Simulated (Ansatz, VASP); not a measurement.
# Two plane-wave programs on B2As3

The input INCAR:

```
ALGO = Normal
EDIFF = 1E-7
EDIFFG = -0.01
ENCUT = 600
GGA = PE
IBRION = 2
ISIF = 3
ISMEAR = 0
LASPH = True
LCHARG = False
LREAL = False
LWAVE = False
NELM = 60
NSW = 100
PREC = Accurate
SIGMA = 0.1
```

KPOINTS

```
k-points
0
Gamma
  12 12 2
```

Contents of POSCAR:

```
B2As3
1.0
    3.4448999272      0.0000000000      0.0000000000
   -1.7224499636      2.9833708504      0.0000000000
    0.0000000000      0.0000000000     15.2383311416
B As
4 6
Direct
    0.6666666667      0.3333333333      0.8107604143
    0.0000000000      0.0000000000      0.6295275309
    0.3333333333      0.6666666667      0.1892395857
    0.0000000000      0.0000000000      0.3704724691
    0.6666666667      0.3333333333      0.9513828334
    0.0000000000      0.0000000000      0.7669662782
    0.3333333333      0.6666666667      0.5850762149
    0.3333333333      0.6666666667      0.0486171666
    0.0000000000      0.0000000000      0.2330337218
    0.6666666667      0.3333333333      0.4149237851
```

Input for Ansatz:

```yaml
crystal:
  lattice:
    - [3.4448999272, 0.0, 0.0]
    - [-1.7224499636, 2.9833708504, 0.0]
    - [0.0, 0.0, 15.2383311416]
  atoms:
    - { symbol: B, position: [0.6666666667, 0.3333333333, 0.8107604143] }
    - { symbol: B, position: [0.0, 0.0, 0.6295275309] }
    - { symbol: B, position: [0.3333333333, 0.6666666667, 0.1892395857] }
    - { symbol: B, position: [0.0, 0.0, 0.3704724691] }
    - { symbol: As, position: [0.6666666667, 0.3333333333, 0.9513828334] }
    - { symbol: As, position: [0.0, 0.0, 0.7669662782] }
    - { symbol: As, position: [0.3333333333, 0.6666666667, 0.5850762149] }
    - { symbol: As, position: [0.3333333333, 0.6666666667, 0.0486171666] }
    - { symbol: As, position: [0.0, 0.0, 0.2330337218] }
    - { symbol: As, position: [0.6666666667, 0.3333333333, 0.4149237851] }
basis:
  ecutwfc: 420
kpoints:
  mp_grid: { grid: [12, 12, 2] }
hamiltonian:
  xc: pbe
scf:
  occupations: { method: gaussian, width: 0.1 }
output:
  forces: true
  stress: true
  eigenvalues: true
relax:
  adjacent_minimum: "off"
  f_tol: 0.01
  max_steps: 80
  cell: { stress_tol: 0.05 }
```

Alike in both runs: task relaxation of cell and atoms; functional PBE; k mesh 12 × 12 × 2; occupations gaussian, width 0.1 eV; no spin polarisation.

|  | VASP | Ansatz |
| --- | --- | --- |
| version | VASP 6.6.1 | Ansatz 0.2.0 |
| potentials or method | VASP PAW PBE potentials, release 64 (B, As), cutoff 600 eV | scalar-relativistic, plane waves, PAW |
| valence electrons in the cell | 42 | 102 |

```csv
,VASP,Ansatz,Ansatz less VASP
"gap on the k mesh at the Fermi level, each at its own relaxed structure (eV)",none,none,-
relaxed volume (Å³/atom),15.64,15.58,-0.060
relaxed cell length with the largest relative difference (Å),3.431,3.427,-0.0045
```

A gap of «none» marks a metal or a gap that the smearing closes. VASP's potentials hold 42 valence electrons a cell and Ansatz's 102, so a difference there can come from the potentials and not from the codes.
